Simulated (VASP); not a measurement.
Set up this calculation in VASP 6.6.1, as the native input.

| Item | Value |
| --- | --- |
| Task | relaxation of cell and atoms |
| Functional | PBE |
| Potentials or basis | VASP PAW PBE potentials, release 64 (In_d, Te, S) |
| Cutoff | 600 eV |
| k mesh | 6 × 6 × 2 |
| Occupations | gaussian, width 0.1 eV |
| Spin | no spin polarisation |
| Dipole correction | no |
| Further INCAR settings | ALGO = Normal; EDIFF = 1e-06; IBRION = 2; EDIFFG = -0.04; NSW = 90; ISIF = 3 |

The structure of In2Te2S lies in POSCAR:

```
In2Te2S
1.0
    4.4675260300      0.0000000000      0.0000000000
   -2.2337630100      3.8689910300      0.0000000000
    0.0000000000      0.0000000000      7.8590392800
In Te S
2 2 1
Direct
    0.6666666700      0.3333333300      0.7115232900
    0.3333333300      0.6666666700      0.2884767100
    0.6666666700      0.3333333300      0.3743899500
    0.3333333300      0.6666666700      0.6256100500
    0.0000000000      0.0000000000      0.0000000000
```

The cell was built from a structure type or drawn by symmetry, and may not be a known phase.

The input as run:

INCAR

```
SYSTEM = In2Te2S
  PREC = Accurate
  ENCUT = 600
  EDIFF = 1E-6
  ISMEAR = 0
  SIGMA = 0.1
  LREAL = .FALSE.
  LASPH = .TRUE.
  NELM = 80
  ALGO = Normal
  ISIF = 3
  LWAVE = .FALSE.
  LCHARG = .FALSE.
  GGA = PE
  IBRION = 2
  NSW = 90
  EDIFFG = -0.04
```

KPOINTS

```
regular mesh
0
G
  6 6 2
  0 0 0
```

Potentials or basis: VASP PAW PBE potentials, release 64 (In_d, Te, S).

Command:

```bash
$ cat potpaw_PBE.64/In_d/POTCAR potpaw_PBE.64/Te/POTCAR potpaw_PBE.64/S/POTCAR > POTCAR
$ mpirun -np 1 vasp_std > vasp.out
```

It gave:

```json
{
 "Relaxed volume": "31.01 Å³/atom",
 "Relaxed cell": "a = 4.129 Å, b = 4.129 Å, c = 10.499 Å, α = 90.00°, β = 90.00°, γ = 120.00°",
 "Space group after relaxing (to 0.1 Å)": "P-3m1 (No. 164)",
 "Energy gained by relaxing": "994.5 meV/atom",
 "Ionic steps": "35",
 "Pressure after relaxing": "0.0 GPa",
 "Largest force after relaxing": "0.024 eV/Å",
 "Band gap on the k mesh": "zero (bands 22 and 23 overlap by 0.68 eV)"
}
```

Caveat: the k points lie up to 0.30 Å⁻¹ apart in the final cell, too coarse for converged energies and pressures of a metal; a cell axis changed by over 15 % at a fixed basis, so the end point is rough; spin-orbit coupling is left out, which moves the levels of the heavy elements; this functional lacks dispersion, which binds the layers, so the pressure and a relaxed spacing across them are unreliable.

It took 42 min on 1 thread of Intel Xeon 8259CL (shared host), peak memory 0.33 GiB.
